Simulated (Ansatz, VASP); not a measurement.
**Ni in VASP and in Ansatz**

```xyz
1
Lattice="-1.2678 1.2678 1.6482 1.2678 -1.2678 1.6482 1.2678 1.2678 -1.6482" Properties=species:S:1:pos:R:3 pbc="T T T"
Ni    0.0000    0.0000    0.0000
```

Alike in both runs: task single point; functional PBEsol; k mesh 26 × 26 × 26; occupations gaussian, width 0.15 eV; collinear spin.

|  | VASP | Ansatz |
| --- | --- | --- |
| version | VASP 6.6.1 | Ansatz 0.2.0 |
| potentials or method | VASP PAW PBE potentials, release 64 (Ni), cutoff 520 eV | scalar-relativistic, plane waves, PAW |
| valence electrons in the cell | 10 | 18 |

|  | VASP | Ansatz | Ansatz less VASP |
| --- | --- | --- | --- |
| gap on the k mesh at the Fermi level (eV) | none | none | - |
| pressure (GPa) | -4.1 | -4.0 | +0.08 |
| traceless stress, the component that is largest in VASP (GPa) | 5.18 | 5.41 | +0.229 |
| net moment per atom (μB) | 0.61 | 0.62 | +0.013 |
| size of the moment on the site where the two differ most (μB) | 0.61 | 0.65 | +0.041 |

VASP's potentials were made for PBE, not for PBEsol. Site moments also hang on the region over which each program counts them. A gap of «none» marks a metal or a gap that the smearing closes. The functional is the same, so the differences come from potentials, cutoffs and numerics. VASP's potentials hold 10 valence electrons a cell and Ansatz's 18, so a difference there can come from the potentials and not from the codes.
